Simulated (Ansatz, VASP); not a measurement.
**KTaO3: VASP beside Ansatz**

```
K Ta O
1.0
     3.98830   -0.03988   -0.03988
    -0.03988    3.98830   -0.03988
    -0.03988   -0.03988    3.98830
K Ta O
1 1 3
Direct
  0.50000 0.50000 0.50000
  0.00000 0.00000 0.00000
  0.50000 0.00000 0.00000
  0.00000 0.50000 0.00000
  0.00000 0.00000 0.50000
```

Change from the starting cell: equal xy, yz and zx shear strains of -2 %.

Alike in both runs: task single point; functional LDA; k mesh 5 × 5 × 5; occupations fermi-dirac, width 0.01 eV; no spin polarisation.

```csv
,VASP,Ansatz
version,VASP 6.6.1,Ansatz 0.2.0
potentials or method,"VASP PAW LDA potentials, release 64 (K_sv, Ta_pv, O), cutoff 520 eV","all-electron LAPW, scalar-relativistic"
```

|  | VASP | Ansatz | Ansatz less VASP |
| --- | --- | --- | --- |
| gap on the k mesh at the Fermi level (eV) | 2.05 | 2.11 | +0.057 |
| pressure (GPa) | -4.4 | -5.5 | -1.13 |
| traceless stress, the component that is largest in VASP (GPa) | 1.99 | 1.99 | +0.002 |

LDA's correlation is that of Perdew and Zunger in VASP and of Perdew and Wang (1992) in Ansatz. Ansatz ran all-electron here, and VASP with PAW potentials.

Neither program's run includes spin-orbit coupling.
